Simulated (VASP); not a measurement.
Al5Si3C3N5: single point with PBEsol

Al5Si3C3N5:

```
Al Si C N
1.0
     6.19890    0.00000    0.00000
     0.00000    5.36841    0.00000
     0.00000    0.00000    5.00786
Al Si C N
5 3 3 5
Cartesian
  1.4267 0.9423 2.5039
  0.0936 3.5540 2.3979
  3.1889 3.7127 2.4796
  6.1638 1.7653 4.9579
  1.7086 4.3890 0.0027
  4.7292 0.8942 2.3966
  3.0534 1.7137 4.9755
  4.6509 4.4931 0.0296
  6.0371 1.6354 1.9500
  3.0779 1.5215 1.8296
  4.6025 0.8744 4.4243
  1.4979 4.4209 2.1594
  4.6630 4.3843 1.9495
  1.4889 0.8059 4.5020
  5.9883 3.5147 4.3235
  3.0941 3.2870 4.4745
```

```json
{"Program": "VASP 6.6.1", "Task": "single point", "Functional": "PBEsol", "Potentials or basis": "VASP PAW PBE potentials, release 64 (Al, Si, C, N)", "Cutoff": "520 eV", "k mesh": "1 × 1 × 2", "Occupations": "fermi-dirac, width 0.05 eV", "Spin": "no spin polarisation"}
```

- Pressure: 7.4 GPa
- Largest force: 8.740 eV/Å
- Band gap on the k mesh: 2.42 eV, direct

Forces in eV/Å, atoms in the order of the input:
```
Al   1.317 -1.500  0.728
Al  -3.974 -3.022  1.743
Al  -3.457 -3.977  1.143
Al   0.207 -0.342  1.047
Al  -2.939  0.518  0.688
Si  -7.609 -3.009  3.072
Si  -0.262 -4.057  2.494
Si   0.890 -1.118 -0.026
C    6.078  4.609 -2.473
C    1.079  2.005 -0.488
C   -2.173 -2.763 -1.966
N    4.099  1.207 -2.481
N    2.374  2.894 -3.449
N    2.141  1.400 -0.720
N    1.521  1.997  1.669
N    0.708  5.159 -0.982
```

Stress tensor (GPa, compression positive):
```
30.11  6.39 -4.62
 6.39 -3.69 -4.52
-4.62 -4.52 -4.10
```

Levels at points of the mesh, in eV from the valence-band top:
```
           k point  band 29  band 30  band 31  band 32  band 33  band 34  band 35  band 36
(0.00, 0.00, 0.00)    -1.47    -0.57    -0.23     0.00     2.42     3.00     3.56     3.89
(0.00, 0.00, 0.50)    -1.50    -0.76    -0.45    -0.33     2.67     2.98     3.52     4.01
```

Wall time 26 s on 1 thread of Intel(R) Xeon(R) Platinum 8559C (Emerald Rapids), on a shared host, peak memory 0.25 GiB.

Caveat: the k points lie up to 1.17 Å⁻¹ apart; the PAW data sets were made with another functional, which shifts forces and pressure a little. A k mesh can miss the band edges.
